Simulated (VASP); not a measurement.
# Mo3H (Pm-3m) in VASP: notebook

Runs on Mo3H. Level: PBE. Tasks: single point.

All numbers are computed with VASP 6.6.1; they aren't measurements. Logs are shortened: lines on timing, memory, paths and dates and some standing lists are left out, and cuts for length are marked.

### Step 1. The cell of the first run

It takes space group Pm-3m (No. 221, cubic). The conventional cell has a = 3.796 Å, b = 3.796 Å, c = 3.796 Å, α = 90.00°, β = 90.00°, γ = 90.00°. H (site symmetry m-3m) has 12 Mo at 2.68 Å within 3.5 Å. Within 3.5 Å of Mo (site symmetry 4/mmm) lie 4 H at 2.68 Å and 8 Mo at 2.68 Å.

### Step 2. Single point, PBE

INCAR

```
ALGO = Normal
EDIFF = 1E-7
ENCUT = 520
GGA = PE
ISIF = 2
ISMEAR = 0
LASPH = True
LCHARG = False
LREAL = False
LWAVE = False
NBANDS = 30
NELM = 80
PREC = Accurate
SIGMA = 0.2
```

KPOINTS

```
k-points
0
Gamma
  5 5 5
```

POSCAR

```
Mo3H
1.0
    3.7964347450      0.0000000000      0.0000000000
    0.0000000000      3.7964347450      0.0000000000
    0.0000000000      0.0000000000      3.7964347450
H Mo
1 3
Direct
    0.0000000000      0.0000000000      0.0000000000
    0.0000000000      0.5000000000      0.5000000000
    0.5000000000      0.0000000000      0.5000000000
    0.5000000000      0.5000000000      0.0000000000
```

Potentials or basis: VASP PAW PBE potentials, release 64 (H, Mo_sv).

Launch:

```console
$ cat potpaw_PBE.64/H/POTCAR potpaw_PBE.64/Mo_sv/POTCAR > POTCAR
$ mpirun -np 1 vasp_std > vasp.out
```

OUTCAR:

```text
EDIFF = 1E-7
   ENCUT = 520
   GGA = PE
   ISIF = 2
   ISMEAR = 0
   LASPH = True
   LREAL = False
   NELM = 80
   PREC = Accurate

 ion  position               nearest neighbor table
   1  0.000  0.000  0.000-
   2  0.000  0.500  0.500-   3 2.68   4 2.68   4 2.68   3 2.68   3 2.68   4 2.68   4 2.68   3 2.68

   3  0.500  0.000  0.500-   2 2.68   4 2.68   4 2.68   2 2.68   4 2.68   4 2.68   2 2.68   2 2.68

   4  0.500  0.500  0.000-   2 2.68   3 2.68   2 2.68   3 2.68   3 2.68   3 2.68   2 2.68   2 2.68

  LATTYP: Found a simple cubic cell.
 ALAT       =     3.7964347450

  Lattice vectors:

 A1 = (   3.7964347450,   0.0000000000,   0.0000000000)
 A2 = (   0.0000000000,   3.7964347450,   0.0000000000)
 A3 = (   0.0000000000,   0.0000000000,   3.7964347450)

Analysis of symmetry for initial positions (statically):
=====================================================================
 Subroutine PRICEL returns:
 Original cell was already a primitive cell.

 Routine SETGRP: Setting up the symmetry group for a
 simple cubic supercell.

 Subroutine GETGRP returns: Found 48 space group operations
 (whereof 48 operations were pure point group operations)
 out of a pool of 48 trial point group operations.

The static configuration has the point symmetry O_h .

Analysis of symmetry for dynamics (positions and initial velocities):
=====================================================================
 Subroutine PRICEL returns:
 Original cell was already a primitive cell.

 Routine SETGRP: Setting up the symmetry group for a
 simple cubic supercell.

 Subroutine GETGRP returns: Found 48 space group operations
 (whereof 48 operations were pure point group operations)
 out of a pool of 48 trial point group operations.

The dynamic configuration has the point symmetry O_h .

 Subroutine INISYM returns: Found 48 space group operations
 (whereof 48 operations are pure point group operations),
 and found     1 'primitive' translations

----------------------------------------------------------------------------------------

                                     Primitive cell

  volume of cell :      54.7177

  direct lattice vectors                    reciprocal lattice vectors
     3.796434745  0.000000000  0.000000000     0.263405028  0.000000000  0.000000000
     0.000000000  3.796434745  0.000000000     0.000000000  0.263405028  0.000000000
     0.000000000  0.000000000  3.796434745     0.000000000  0.000000000  0.263405028

  length of vectors
     3.796434745  3.796434745  3.796434745     0.263405028  0.263405028  0.263405028

  position of ions in fractional coordinates (direct lattice)
     0.000000000  0.000000000  0.000000000
     0.000000000  0.500000000  0.500000000
     0.500000000  0.000000000  0.500000000
     0.500000000  0.500000000  0.000000000

  ion indices of the primitive-cell ions
   primitive index   ion index
                 1           1
                 2           2
                 3           3
                 4           4

----------------------------------------------------------------------------------------

 KPOINTS: k-points

Automatic generation of k-mesh.
 Grid dimensions read from file:
 generate k-points for:    5    5    5

 Generating k-lattice:

  Cartesian coordinates                     Fractional coordinates (reciprocal lattice)
     0.052681006  0.000000000  0.000000000     0.200000000  0.000000000  0.000000000
     0.000000000  0.052681006  0.000000000     0.000000000  0.200000000  0.000000000
     0.000000000  0.000000000  0.052681006     0.000000000  0.000000000  0.200000000

  Length of vectors
     0.052681006  0.052681006  0.052681006

  Shift w.r.t. Gamma in fractional coordinates (k-lattice)
     0.000000000  0.000000000  0.000000000

 Subroutine IBZKPT returns following result:
 ===========================================

 Found     10 irreducible k-points:

 Following reciprocal coordinates:
            Coordinates               Weight
  0.000000  0.000000  0.000000      1.000000
  0.200000  0.000000  0.000000      6.000000
  0.400000  0.000000  0.000000      6.000000
  0.200000  0.200000  0.000000     12.000000
  0.400000  0.200000  0.000000     24.000000
  0.400000  0.400000  0.000000     12.000000
  0.200000  0.200000  0.200000      8.000000
  0.400000  0.200000  0.200000     24.000000
  0.400000  0.400000  0.200000     24.000000
  0.400000  0.400000  0.400000      8.000000
   k-points           NKPTS =     10   k-points in BZ     NKDIM =     10   number of bands    NBANDS=     30
   number of dos      NEDOS =    301   number of ions     NIONS =      4
   total plane-waves  NPLWV =  21952
   dimension x,y,z NGX =    28 NGY =   28 NGZ =   28
   dimension x,y,z NGXF=    56 NGYF=   56 NGZF=   56
   ions per type =               1   3
   NGX,Y,Z   is equivalent  to a cutoff of  12.26, 12.26, 12.26 a.u.
   NGXF,Y,Z  is equivalent  to a cutoff of  24.52, 24.52, 24.52 a.u.
 SYSTEM =  unknown system
   PREC   = accura    normal or accurate (medium, high low for compatibility)
   ISTART =      0    job   : 0-new  1-cont  2-samecut
   ICHARG =      2    charge: 1-file 2-atom 10-const
   ISPIN  =      1    spin polarized calculation?
   LNONCOLLINEAR =      F non collinear calculations
   LSORBIT =      F    spin-orbit coupling
   LASPH  =      T    aspherical Exc in radial PAW
   ENCUT  =  520.0 eV  38.22 Ry    6.18 a.u.   7.06  7.06  7.06*2*pi/ulx,y,z
   NELM   =     80;   NELMIN=  2; NELMDL= -5     # of ELM steps
   EDIFF  = 0.1E-06   stopping-criterion for ELM
   LREAL  =      F    real-space projection
   EDIFFG = 0.1E-05   stopping-criterion for IOM
   NSW    =      0    number of steps for IOM
   IBRION =     -1    ionic relax: 0-MD 1-quasi-New 2-CG
   NFREE  =      0    steps in history (QN), initial steepest desc. (CG)
   ISIF   =      2    stress and relaxation
   ISYM   =      2    0-nonsym 1-usesym 2-fastsym
   POTIM  = 0.5000    time-step for ionic-motion
   TEBEG  =    0.0;   TEEND  =   0.0 temperature during run
   PSTRESS=    0.0 pullay stress
   NELECT =      43.0000    total number of electrons
   NUPDOWN=      -1.0000    fix difference up-down
   EMIN   =  10.00;   EMAX   =-10.00  energy-range for DOS
   EFERMI =   0.00;   METHOD = LEGACY
   ISMEAR =     0;   SIGMA  =   0.20  broadening in eV -4-tet -1-fermi 0-gaus
   EFERMI_NEDOS =   21; number of points for ismear=-14 and -15
   IALGO  =     38    algorithm
   IMIX   =      4    mixing-type and parameters
     AMIX     =   0.40;   BMIX     =  1.00
     AMIX_MAG =   1.60;   BMIX_MAG =  1.00
  volume/ion in A,a.u.               =      13.68        92.31
  Fermi-wavevector in a.u.,A,eV,Ry     =   1.510735  2.854876 31.052864  2.282321
  Thomas-Fermi vector in A             =   2.620886
   LORBIT       =      0    0 simple, 1 ext, 2 COOP (PROOUT), +10 PAW based schemes
   GGA     = PE    functional components
   LHFCALC =     F    Hartree Fock is set to
   AEXX    =    0.0000 exact exchange contribution
   IVDW    =     0    specifies the selected vdW correction
   LEPSILON=     F    determine dielectric tensor
   LRPA    =     F    only Hartree local field effects (RPA)
 non-spin polarized calculation
 Gauss-broadening in eV      SIGMA  =   0.20
  energy-cutoff  :      520.00
  volume of cell :       54.72
 maximum number of plane-waves:      1481
   NGX = 15   NGY = 15   NGZ = 15

 number of electron      42.9999990 magnetization

 Free energy of the ion-electron system (eV)
  ---------------------------------------------------
  ext. energy  EPLUGINS =         0.00000000
  ---------------------------------------------------
  free energy    TOTEN  =       -32.51964784 eV

  energy without entropy =      -32.44680265  energy(sigma->0) =      -32.48322524

 E-fermi :  10.7445     XC(G=0): -12.6174

 val. band max:       10.6957342926   @ k =   0.4000   0.2000   0.0000
 cond. band min:      10.7706136183   @ k =   0.2000   0.2000   0.0000
 fundamental gap:      0.0748793258
 Fermi energy:        10.7444784096

 k-point     1 :       0.0000    0.0000    0.0000
  band No.  band energies     occupation
      1     -50.4366      2.00000
      2     -50.0261      2.00000
      3     -50.0261      2.00000
      4     -25.0426      2.00000
      5     -25.0426      2.00000
      6     -25.0426      2.00000
[... 22 lines left out ...]
     29      15.2596      0.00000
     30      15.9764      0.00000

 k-point     2 :       0.2000    0.0000    0.0000
  band No.  band energies     occupation
      1     -50.4027      2.00000
      2     -50.0610      2.00000
      3     -50.0256      2.00000
      4     -24.9727      2.00000
      5     -24.9727      2.00000
      6     -24.9296      2.00000
[... 22 lines left out ...]
     29      15.5698      0.00000
     30      15.9788      0.00000

 k-point     3 :       0.4000    0.0000    0.0000
  band No.  band energies     occupation
      1     -50.3235      2.00000
      2     -50.1417      2.00000
      3     -50.0248      2.00000
      4     -24.8268      2.00000
      5     -24.8268      2.00000
      6     -24.6195      2.00000
[... 22 lines left out ...]
     29      14.5227      0.00000
     30      15.9826      0.00000

 k-point     4 :       0.2000    0.2000    0.0000
  band No.  band energies     occupation
      1     -50.3713      2.00000
      2     -50.0736      2.00000
      3     -50.0444      2.00000
      4     -25.0219      2.00000
      5     -24.9000      2.00000
      6     -24.7376      2.00000
[... 22 lines left out ...]
     29      15.0172      0.00000
     30      16.8225      0.00000

 k-point     5 :       0.4000    0.2000    0.0000
  band No.  band energies     occupation
      1     -50.2967      2.00000
      2     -50.1418      2.00000
      3     -50.0508      2.00000
      4     -24.9247      2.00000
      5     -24.7437      2.00000
      6     -24.6100      2.00000
[... 22 lines left out ...]
     29      14.6074      0.00000
     30      15.1538      0.00000

 k-point     6 :       0.4000    0.4000    0.0000
  band No.  band energies     occupation
      1     -50.2300      2.00000
      2     -50.1493      2.00000
      3     -50.1086      2.00000
      4     -24.9781      2.00000
      5     -24.8298      2.00000
      6     -24.5404      2.00000
[... 22 lines left out ...]
     29      13.0602      0.00000
     30      16.1710      0.00000

 k-point     7 :       0.2000    0.2000    0.2000
  band No.  band energies     occupation
      1     -50.3427      2.00000
      2     -50.0730      2.00000
      3     -50.0730      2.00000
      4     -25.1220      2.00000
      5     -24.7048      2.00000
      6     -24.7048      2.00000
[... 22 lines left out ...]
     29      15.5400      0.00000
     30      17.6974      0.00000

 k-point     8 :       0.4000    0.2000    0.2000
  band No.  band energies     occupation
      1     -50.2742      2.00000
      2     -50.1416      2.00000
      3     -50.0721      2.00000
      4     -25.1066      2.00000
      5     -24.6607      2.00000
      6     -24.6344      2.00000
[... 22 lines left out ...]
     29      14.9060      0.00000
     30      15.4112      0.00000

 k-point     9 :       0.4000    0.4000    0.2000
  band No.  band energies     occupation
      1     -50.2178      2.00000
      2     -50.1486      2.00000
      3     -50.1192      2.00000
      4     -25.2249      2.00000
      5     -24.8439      2.00000
      6     -24.6395      2.00000
[... 22 lines left out ...]
     29      14.2613      0.00000
     30      15.8429      0.00000

 k-point    10 :       0.4000    0.4000    0.4000
  band No.  band energies     occupation
      1     -50.1870      2.00000
      2     -50.1475      2.00000
      3     -50.1475      2.00000
      4     -25.4577      2.00000
      5     -24.8489      2.00000
      6     -24.8384      2.00000
[... 22 lines left out ...]
     29      14.8436      0.00000
     30      15.2963      0.00000

------------------------ aborting loop because EDIFF is reached ----------------------------------------

  FORCE on cell =-STRESS in cart. coord.  units (eV):
  Direction    XX          YY          ZZ          XY          YZ          ZX
  --------------------------------------------------------------------------------------
  -------------------------------------------------------------------------------------
  Total        0.1204241      0.1204241      0.1204241      0.0000000     -0.0000000      0.0000000
  in kB        3.5261132      3.5261132      3.5261132      0.0000000     -0.0000000      0.0000000
  external PRESSURE =       3.5261132 kB  Pullay stress =       0.0000000 kB

 VOLUME and BASIS-vectors are now :
 -----------------------------------------------------------------------------
  energy-cutoff  :      520.00
  volume of cell :       54.72
      direct lattice vectors                 reciprocal lattice vectors
     3.796434745  0.000000000  0.000000000     0.263405028  0.000000000  0.000000000
     0.000000000  3.796434745  0.000000000     0.000000000  0.263405028  0.000000000
     0.000000000  0.000000000  3.796434745     0.000000000  0.000000000  0.263405028

 POSITION                                       TOTAL-FORCE (eV/Angst)
 -----------------------------------------------------------------------------------
      0.00000      0.00000      0.00000         0.000000      0.000000      0.000000
      0.00000      1.89822      1.89822         0.000000      0.000000      0.000000
      1.89822      0.00000      1.89822         0.000000      0.000000      0.000000
      1.89822      1.89822      0.00000         0.000000      0.000000      0.000000
 -----------------------------------------------------------------------------------
    total drift:                                0.000000      0.000000      0.000000

  FREE ENERGIE OF THE ION-ELECTRON SYSTEM (eV)
  ---------------------------------------------------
  free  energy   TOTEN  =       -32.5196478351 eV

  energy  without entropy=      -32.4468026505  energy(sigma->0) =      -32.48322524
```

It took 16 s on 1 thread of Intel Xeon Platinum 8259CL at 2.50GHz (Skylake/Cascade Lake), shared host; peak memory 0.16 GiB.

What came out:

* Free energy: -32.5196 eV
* Pressure: 0.4 GPa

### Step 3. Single point, PBE

This run uses another cell than the first one, of 14.71 Å³/atom, 1.076 times its volume.

INCAR

```
SYSTEM = Mo3H
PREC = Accurate
ENCUT = 520
EDIFF = 1E-6
ISMEAR = 0
SIGMA = 0.2
LREAL = .False.
LASPH = .True.
NELM = 100
ALGO = Normal
ISIF = 2
LWAVE = .False.
LCHARG = .False.
GGA = PE
NBANDS = 30
```

KPOINTS

```
Automatic mesh
0
Gamma
  5 5 5
  0 0 0
```

POSCAR

```
Mo3H
1.0
    3.8898678550      0.0000000000      0.0000000000
    0.0000000000      3.8898678550      0.0000000000
    0.0000000000      0.0000000000      3.8898678550
H Mo
1 3
Direct
    0.5000000000      0.5000000000      0.5000000000
    0.0000000000      0.5000000000      0.5000000000
    0.5000000000      0.0000000000      0.5000000000
    0.5000000000      0.5000000000      0.0000000000
```

Potentials or basis: VASP PAW PBE potentials, release 64 (H, Mo_sv).

Launch:

```console
$ cat potpaw_PBE.64/H/POTCAR potpaw_PBE.64/Mo_sv/POTCAR > POTCAR
$ mpirun -np 1 vasp_std > vasp.out
```

Wall time 19 s (1 thread of Intel Xeon Platinum 8259CL at 2.50GHz (Skylake/Cascade Lake), shared host); peak memory 0.17 GiB.

Results (log left out):

```yaml
Free_energy: -32.6166 eV
Pressure: 0.4 GPa
```

Levels at points of the mesh, in eV from the Fermi level:
```csv
k point,band 17,band 18,band 19,band 20,band 21,band 22,band 23,band 24,band 25,band 26
"(0.00, 0.00, 0.00)",-3.82,-3.14,-3.14,1.25,1.25,1.25,2.61,2.61,4.27,4.71
```

### Step 4. Single point, PBE

This run uses another cell than the first one, of 14.73 Å³/atom, 1.077 times its volume.

INCAR

```
SYSTEM = Mo3H
  PREC = Accurate
  ENCUT = 520
  EDIFF = 1E-6
  ISMEAR = 0
  SIGMA = 0.2
  LREAL = .FALSE.
  LASPH = .TRUE.
  NELM = 80
  ALGO = Normal
  ISIF = 2
  LWAVE = .FALSE.
  LCHARG = .TRUE.
  GGA = PE
  LELF = .TRUE.
  LVHAR = .TRUE.
  NBANDS = 30
```

KPOINTS

```
regular mesh
0
G
  5 5 5
  0 0 0
```

POSCAR

```
Mo3H
1.0
    3.8915286900      0.0000000000      0.0000000000
    0.0000000000      3.8915286900      0.0000000000
    0.0000000000      0.0000000000      3.8915286900
H Mo
1 3
Direct
    0.0000000000      0.0000000000      0.0000000000
    0.5000000000      0.0000000000      0.0000000000
    0.0000000000      0.5000000000      0.0000000000
    0.0000000000      0.0000000000      0.5000000000
```

Launch:

```console
$ cat potpaw_PBE.64/H/POTCAR potpaw_PBE.64/Mo_sv/POTCAR > POTCAR
$ mpirun -np 1 vasp_std > vasp.out
```

Wall time 22 s (1 thread of Intel Xeon Platinum 8259CL at 2.50GHz (Skylake/Cascade Lake), shared host); peak memory 0.17 GiB.

The run converged. Its results:

```yaml
Free_energy: -32.6168 eV
Pressure: 0.2 GPa
```

Levels at points of the mesh, in eV from the Fermi level:
```tsv
k point	band 17	band 18	band 19	band 20	band 21	band 22	band 23	band 24	band 25	band 26
(0.00, 0.00, 0.00)	-3.81	-3.13	-3.13	1.24	1.24	1.24	2.61	2.61	4.26	4.71
```

### Step 5. Summary

```tsv
cell	gap on the mesh (eV)	pressure (GPa)
a = 3.796 Å, 4 atoms	none	0.4
a = 3.890 Å, 4 atoms	none	0.4
a = 3.892 Å, 4 atoms	none	0.2
```

Alike in all rows: task single point; level PBE; potentials or basis VASP PAW PBE potentials, release 64 (H, Mo_sv); no spin polarisation; k mesh 5 × 5 × 5; cutoff (eV) 520; smearing gaussian 0.2 eV.

Absolute energies hang on the potentials; compare differences alone.
